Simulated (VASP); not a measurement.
Wanted: the native input for a VASP 6.6.1 run.

```
Task                   : single point
Functional             : LDA
Potentials or basis    : VASP PAW LDA potentials, release 64 (Sr_sv, Mg)
Cutoff                 : 520 eV
k mesh                 : 12 × 12 × 12
Occupations            : gaussian, width 0.15 eV
Spin                   : no spin polarisation
Dipole correction      : no
Further INCAR settings : ALGO = Fast; EDIFF = 1e-06; NBANDS = 13
```

The structure of SrMg lies in POSCAR:

```
SrMg
1.0
    3.8415000000      0.0000000000      0.0000000000
    0.0000000000      3.8415000000      0.0000000000
    0.0000000000      0.0000000000      4.0170000000
Sr Mg
1 1
Direct
    0.5000000000      0.5000000000      0.5000000000
    0.0000000000      0.0000000000      0.0000000000
```

This cell differs from its parent crystal: strain -0.015 along x and y, +0.030 along z.

One way to write it, as run:

INCAR

```
PREC     = Accurate       # precision mode
ENCUT    = 520            # plane-wave cutoff, eV
EDIFF    = 1E-6           # SCF threshold, eV
ISMEAR   = 0              # smearing method
SIGMA    = 0.15           # smearing width, eV
LREAL    = False          # projectors in reciprocal space
LASPH    = True           # aspherical terms in the spheres
NELM     = 80             # most SCF steps
ALGO     = Fast           # electronic algorithm
ISIF     = 2              # what is computed and relaxed
LWAVE    = False          # write WAVECAR
LCHARG   = False          # write CHGCAR
GGA      = CA             # functional
NBANDS   = 13             # bands
```

KPOINTS

```
regular mesh
0
Gamma
  12 12 12
```

Potentials or basis: VASP PAW LDA potentials, release 64 (Sr_sv, Mg).

Command:

```bash
$ cat potpaw_LDA.64/Sr_sv/POTCAR potpaw_LDA.64/Mg/POTCAR > POTCAR
$ mpirun -np 1 vasp_std > vasp.out
```

Results of the run:

* Pressure: 3.3 GPa
* Band gap on the k mesh: zero (bands 6 and 7 overlap by 1.42 eV)

Caveat: the cell differs from its parent crystal (strain -0.015 along x and y, +0.030 along z); the cell stands under pressure.

Wall time 56 s on 1 thread of AMD EPYC 9R45 96-Core Processor (Zen 5), with other jobs on the host, peak memory 0.25 GiB.
